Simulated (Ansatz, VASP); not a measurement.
**GaSi2 in VASP and in Ansatz**

```xyz
6
Lattice="0.0000 3.6425 3.6425 3.6425 0.0000 3.6425 3.6425 3.6425 0.0000" Properties=species:S:1:pos:R:3 pbc="T T T"
Ga    0.0000    0.0000    0.0000
Ga    1.8213    1.8213    1.8213
Si    4.5531    4.5531    4.5531
Si    4.5531    2.7319    2.7319
Si    2.7319    2.7319    4.5531
Si    2.7319    4.5531    2.7319
```

Alike in both runs: functional r2SCAN; k mesh 10 × 10 × 10; occupations gaussian, width 0.1 eV; no spin polarisation.

Ansatz relaxed the structure, and its values are those at the end. VASP's run is a single point on that final structure, the one shown.

|  | VASP | Ansatz |
| --- | --- | --- |
| version | VASP 6.6.1 | Ansatz 0.2.0 |
| potentials or method | VASP PAW PBE potentials, release 64 (Ga_d, Si), cutoff 520 eV | scalar-relativistic, plane waves, PAW |
| valence electrons in the cell | 42 | 42 |

|  | VASP | Ansatz | Ansatz less VASP |
| --- | --- | --- | --- |
| gap on the k mesh at the Fermi level (eV) | none | none | - |
| pressure (GPa) | 0.0 | 0.0 | -0.02 |

VASP's potentials were made for PBE, not for r2SCAN. A gap of «none» marks a metal or a gap that the smearing closes.
